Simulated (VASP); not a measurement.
Ge2TeS, 4 atoms in the cell. The structure is trigonal, space group R-3m (No. 166). The conventional cell has a = 4.037 Å, b = 4.037 Å, c = 19.597 Å, α = 90.00°, β = 90.00°, γ = 120.00°. Within 3.6 Å of S (site symmetry -3m) lie 6 Ge at 2.75 Å. Te (site symmetry -3m) has 6 Ge at 2.95 Å and 6 S at 4.01 Å and 6 Te at 4.04 Å within 4.1 Å. Ge (site symmetry 3m) has 3 S at 2.75 Å and 3 Te at 2.95 Å and 3 Ge at 3.74 Å within 3.8 Å. 

* Program: VASP 6.6.1
* Task: single point
* Functional: r2SCAN
* Potentials or basis: VASP PAW PBE potentials, release 64 (S, Te, Ge_d)
* Cutoff: 520 eV
* k mesh: 8 × 8 × 8
* Occupations: gaussian, width 0.01 eV
* Spin: no spin polarisation
* Dipole correction: no
* Further INCAR settings: ALGO = Normal; EDIFF = 1e-07; NBANDS = 28

Potentials or basis: VASP PAW PBE potentials, release 64 (S, Te, Ge_d).

The run is started by

```bash
$ cat potpaw_PBE.64/S/POTCAR potpaw_PBE.64/Te/POTCAR potpaw_PBE.64/Ge_d/POTCAR > POTCAR
$ cp INCAR.step1 INCAR
$ mpirun -np 1 vasp_std > vasp.out
$ cp INCAR.step2 INCAR
$ mpirun -np 1 vasp_std > vasp.out
```

Hardware: 1 thread of Intel(R) Xeon(R) 6975P-C (Granite Rapids), on a shared host.

Problem. How long does it take, and how much memory?

Solution. Wall time 16 min on 1 thread of Intel(R) Xeon(R) 6975P-C (Granite Rapids), with other jobs on the host, peak memory 0.54 GiB. Counts: k points 65.
